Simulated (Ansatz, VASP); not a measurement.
# GeW6: VASP beside Ansatz

```xyz
7
Lattice="6.1608 0.0000 0.0000 0.0000 6.1608 0.0000 0.0000 0.0000 6.1608" Properties=species:S:1:pos:R:3 pbc="T T T"
Ge    0.0000    0.0000    0.0000
W     1.2536    3.0804    3.0804
W     3.0804    1.2536    3.0804
W     4.9072    3.0804    3.0804
W     3.0804    4.9072    3.0804
W     3.0804    3.0804    1.2536
W     3.0804    3.0804    4.9072
```

Change from the starting cell: species swapped into the LaB6 type (Pm-3m, No. 221).

Alike in both runs: functional PBE; k mesh 4 × 4 × 4; occupations gaussian, width 0.1 eV; no spin polarisation.

Ansatz relaxed the structure, and its values are those at the end. VASP's run is a single point on that final structure, the one shown.

```csv
,VASP,Ansatz
version,VASP 6.6.1,Ansatz 0.2.0
potentials or method,"VASP PAW PBE potentials, release 64 (Ge_d, W_sv), cutoff 520 eV","scalar-relativistic, plane waves, PAW"
valence electrons in the cell,98,98
```

```csv
,VASP,Ansatz,Ansatz less VASP
gap on the k mesh at the Fermi level (eV),none,none,-
pressure (GPa),0.3,-0.1,-0.33
rms of the force components (eV/Å),0.002,0.010,+0.0083
```

A gap of «none» marks a metal or a gap that the smearing closes.

Spin-orbit coupling is off throughout.
